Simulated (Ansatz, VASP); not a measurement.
**One calculation of Mo2Ir, two programs**

```xyz
3
Lattice="4.4243 0.0000 0.0000 -2.2122 3.8316 0.0000 0.0000 0.0000 2.7176" Properties=species:S:1:pos:R:3 pbc="T T T"
Mo    0.0000    2.5544    1.3588
Mo    2.2122    1.2772    1.3588
Ir    0.0000    0.0000    0.0000
```

Alike in both runs: functional PBE; k mesh 6 × 6 × 6; occupations gaussian, width 0.1 eV; no spin polarisation.

Ansatz relaxed the structure, and its values are those at the end. VASP's run is a single point on that final structure, the one shown.

|  | VASP | Ansatz |
| --- | --- | --- |
| version | VASP 6.6.1 | Ansatz 0.2.0 |
| potentials or method | VASP PAW PBE potentials, release 64 (Mo_sv, Ir), cutoff 520 eV | scalar-relativistic, plane waves, PAW |
| valence electrons in the cell | 37 | 45 |

```csv
,VASP,Ansatz,Ansatz less VASP
gap on the k mesh at the Fermi level (eV),none,none,-
pressure (GPa),0.6,0.1,-0.46
```

A gap of «none» marks a metal or a gap that the smearing closes. VASP's potentials hold 37 valence electrons a cell and Ansatz's 45, so a difference there can come from the potentials and not from the codes.

The k mesh is coarse, so the values compare programs but aren't converged. Spin-orbit coupling is off throughout.
